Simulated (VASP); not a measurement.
Si, 2 atoms in the cell. The structure is cubic, space group Fd-3m (No. 227). Conventional cell: a = 5.431 Å, b = 5.431 Å, c = 5.431 Å, α = 90.00°, β = 90.00°, γ = 90.00°. Within 3.1 Å of Si (site symmetry -43m) lie 4 Si at 2.35 Å. 

| Quantity | Value |
| --- | --- |
| Program | VASP 6.6.1 |
| Task | G0W0 quasiparticle levels |
| Functional | PBE |
| Potentials or basis | VASP PAW PBE potentials, release 64 (Si_GW) |
| Cutoff | 500 eV |
| k mesh | 2 × 2 × 2 |
| Occupations | gaussian, width 0.01 eV |
| Spin | no spin polarisation |
| Dipole correction | no |
| GW scheme | G0W0 |
| GW iterations | 1 |
| Cutoff of the response function | 180 |
| Frequency points | 48 |
| Empty bands | 399 |
| Further INCAR settings | ALGO = EVGW0; EDIFF = 1e-08; NBANDS = 403 |

Potentials or basis: VASP PAW PBE potentials, release 64 (Si_GW).

The run is started by

```bash
$ cat potpaw_PBE.64/Si_GW/POTCAR > POTCAR
$ cp INCAR.step1 INCAR
$ mpirun -np 1 vasp_std > vasp.out
$ cp INCAR.step2 INCAR
$ mpirun -np 1 vasp_std > vasp.out
$ cp INCAR.step3 INCAR
$ mpirun -np 1 vasp_std > vasp.out
```

Hardware: 1 thread of Intel(R) Xeon(R) 6975P-C (Granite Rapids), with other jobs on the host.

How long does it take, and how much memory?

Run time: 22 s on 1 thread of Intel(R) Xeon(R) 6975P-C (Granite Rapids), on a shared host, peak memory 0.26 GiB. Counts: k points 3.
